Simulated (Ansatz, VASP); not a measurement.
## BN: VASP beside Ansatz

File INCAR:

```
SYSTEM = BN
ALGO = Normal ; EDIFF = 1E-6
ENCUT = 520 ; GGA = PE
ISIF = 2 ; ISMEAR = 0
LASPH = .TRUE. ; LCHARG = .FALSE.
LREAL = .FALSE. ; LWAVE = .FALSE.
NBANDS = 36 ; NELM = 100
PREC = Accurate ; SIGMA = 0.05
```

Contents of KPOINTS:

```
k-points
0
G
  10 10 2
  0 0 0
```

File POSCAR:

```
BN
1.0
   -2.5545800960      0.0000000000      0.0000000000
   -1.2772900480     -2.2123312592      0.0000000000
   -3.5126753611     -2.0280440653     12.6735436055
B N
6 6
Direct
    0.4566336293      0.4566336293      0.2291186182
    0.1510669627      0.1510669627      0.5624519516
   -0.1544997040     -0.1544997040      0.8957852849
    0.2760836293      0.2760836293      0.0624519516
   -0.0294830373     -0.0294830373      0.3957852849
   -0.3350497040     -0.3350497040      0.7291186182
    0.5711024807      0.5711024807      0.1042480484
    0.2655358140      0.2655358140      0.4375813818
   -0.0400308527     -0.0400308527      0.7709147151
   -0.5261475193     -0.5261475193      0.9375813818
    0.0849858140      0.0849858140      0.2709147151
   -0.2205808527     -0.2205808527      0.6042480484
```

Input for Ansatz:

```yaml
crystal:
  lattice:
    - [-2.554580096, 0.0, 0.0]
    - [-1.277290048, -2.2123312592, 0.0]
    - [-3.5126753611, -2.0280440653, 12.6735436055]
  atoms:
    - { symbol: B, position: [0.4566336293, 0.4566336293, 0.2291186182] }
    - { symbol: B, position: [0.1510669627, 0.1510669627, 0.5624519516] }
    - { symbol: B, position: [-0.154499704, -0.154499704, 0.8957852849] }
    - { symbol: B, position: [0.2760836293, 0.2760836293, 0.0624519516] }
    - { symbol: B, position: [-0.0294830373, -0.0294830373, 0.3957852849] }
    - { symbol: B, position: [-0.335049704, -0.335049704, 0.7291186182] }
    - { symbol: "N", position: [0.5711024807, 0.5711024807, 0.1042480484] }
    - { symbol: "N", position: [0.265535814, 0.265535814, 0.4375813818] }
    - { symbol: "N", position: [-0.0400308527, -0.0400308527, 0.7709147151] }
    - { symbol: "N", position: [-0.5261475193, -0.5261475193, 0.9375813818] }
    - { symbol: "N", position: [0.084985814, 0.084985814, 0.2709147151] }
    - { symbol: "N", position: [-0.2205808527, -0.2205808527, 0.6042480484] }
basis:
  ecutwfc: 420
kpoints:
  mp_grid: { grid: [10, 10, 2] }
hamiltonian:
  xc: pbe
scf:
  occupations: { method: gaussian, width: 0.05 }
output:
  forces: true
  stress: true
  eigenvalues: true
```

Alike in both runs: task single point; functional PBE; k mesh 10 × 10 × 2; occupations gaussian, width 0.05 eV; no spin polarisation.

|  | VASP | Ansatz |
| --- | --- | --- |
| version | VASP 6.6.1 | Ansatz 0.2.0 |
| potentials or method | VASP PAW PBE potentials, release 64 (B, N), cutoff 520 eV | scalar-relativistic, plane waves, PAW |
| valence electrons in the cell | 48 | 48 |

|  | VASP | Ansatz | Ansatz less VASP |
| --- | --- | --- | --- |
| gap on the k mesh at the Fermi level (eV) | 5.16 | 5.17 | +0.015 |
| least direct gap on the mesh (eV) | 7.84 | 7.84 | +0.007 |
| pressure (GPa) | 0.2 | 0.0 | -0.22 |
| traceless stress, the component that is largest in VASP (GPa) | -8.42 | -8.41 | +0.010 |
| rms of the force components (eV/Å) | 0.460 | 0.461 | +0.0005 |

Atom by atom the forces differ by 0.002 eV/Å (rms over components).
